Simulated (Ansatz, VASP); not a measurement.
One calculation of Mg2Te3O, two programs

INCAR

```
SYSTEM = Mg2Te3O
PREC = Accurate ; ENCUT = 600
EDIFF = 1E-6 ; ISMEAR = 0
SIGMA = 0.1 ; LREAL = .FALSE.
LASPH = .TRUE. ; NELM = 80
ALGO = Normal ; ISIF = 3
LWAVE = .FALSE. ; LCHARG = .FALSE.
GGA = PE ; IBRION = 2
NSW = 90 ; EDIFFG = -0.04
```

The input KPOINTS:

```
Automatic mesh
0
G
  4 4 4
  0 0 0
```

Contents of POSCAR:

```
Mg2Te3O
1.0
    3.1170797900     -4.9812163800      0.0000000000
    3.1170797900      4.9812163800      0.0000000000
    0.0000000000      0.0000000000      5.0698017600
Mg Te O
2 3 1
Direct
    0.7549355600      0.7549355600      0.5000000000
    0.2450644400      0.2450644400      0.5000000000
    0.7634017000      0.2365983000      0.5000000000
    0.2365983000      0.7634017000      0.5000000000
    0.0000000000      0.0000000000      0.0000000000
    0.0000000000      0.0000000000      0.5000000000
```

Input for Ansatz:

```yaml
crystal:
  lattice:
    - [3.11707979, -4.98121638, 0.0]
    - [3.11707979, 4.98121638, 0.0]
    - [0.0, 0.0, 5.06980176]
  atoms:
    - { symbol: Mg, position: [0.75493556, 0.75493556, 0.5] }
    - { symbol: Mg, position: [0.24506444, 0.24506444, 0.5] }
    - { symbol: Te, position: [0.7634017, 0.2365983, 0.5] }
    - { symbol: Te, position: [0.2365983, 0.7634017, 0.5] }
    - { symbol: Te, position: [0.0, 0.0, 0.0] }
    - { symbol: O, position: [0.0, 0.0, 0.5] }
basis:
  ecutwfc: 420
kpoints:
  mp_grid: { grid: [4, 4, 4] }
hamiltonian:
  xc: pbe
scf:
  occupations: { method: gaussian, width: 0.1 }
  lower_state_search: "off"
output:
  forces: true
  stress: true
  eigenvalues: true
relax:
  adjacent_minimum: "off"
  f_tol: 0.04
  max_steps: 70
  cell: { stress_tol: 0.4 }
```

Alike in both runs: task relaxation of cell and atoms; functional PBE; k mesh 4 × 4 × 4; occupations gaussian, width 0.1 eV; no spin polarisation.

|  | VASP | Ansatz |
| --- | --- | --- |
| version | VASP 6.6.1 | Ansatz 0.2.0 |
| potentials or method | VASP PAW PBE potentials, release 64 (Mg, Te, O), cutoff 600 eV | scalar-relativistic, plane waves, PAW |
| valence electrons in the cell | 28 | 74 |

|  | VASP | Ansatz | Ansatz less VASP |
| --- | --- | --- | --- |
| gap on the k mesh at the Fermi level, each at its own relaxed structure (eV) | none | none | - |
| relaxed volume (Å³/atom) | 30.18 | 30.52 | +0.335 |
| relaxed length of the cell vector where the two differ most in proportion (Å) | 4.843 | 4.884 | +0.0414 |

A gap of «none» marks a metal or a gap that the smearing closes. VASP's potentials hold 28 valence electrons a cell and Ansatz's 74, so a difference there can come from the potentials and not from the codes.

Spin-orbit coupling is off throughout. Noted on VASP's run: the volume moved by over 15 % at a fixed basis, so the end points are rough.
